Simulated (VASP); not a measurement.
The system is RbFeCl3.

```
Rb Fe Cl
1.0
     4.93012    0.00000    0.00000
     0.00000    4.93012    0.00000
     0.00000    0.00000    4.93012
Rb Fe Cl
1 1 3
Cartesian
  2.4651 2.4651 2.4651
  0.0000 0.0000 0.0000
  2.4651 0.0000 0.0000
  0.0000 2.4651 0.0000
  0.0000 0.0000 2.4651
```

Base run:

- Program: VASP 6.6.1
- Functional: LDA
- Potentials or basis: VASP PAW LDA potentials, release 64 (Rb_sv, Fe, Cl)
- Cutoff: 520 eV
- k mesh: 4 × 4 × 4
- Occupations: fermi-dirac, width 0.05 eV
- Spin: collinear spin, ferromagnetic start
- Starting moments: [0.0, 3.5, 0.0, 0.0, 0.0] μB
- Hubbard terms: Fe d U = 4.0 eV

Its results: band gap on the k mesh zero (filled and empty bands overlap); pressure -3.2 GPa; net moment 4.00 μB per cell; site moments Rb +0.00; Fe +3.71; Cl +0.07 μB.

The run is repeated on the same cell with these changes: hubbard terms from Fe d U = 4.0 eV to none. What comes out?

Band gap on the k mesh zero (filled and empty bands overlap); pressure -3.7 GPa; net moment 3.99 μB per cell; site moments Rb +0.00; Fe +3.48; Cl +0.10 μB.

Caveats: a cell with one magnetic atom can't hold antiferromagnetic order, which such compounds often take; semilocal functionals often make such compounds metallic where correlation or magnetic order opens a gap, which also shifts bond lengths (some runs).
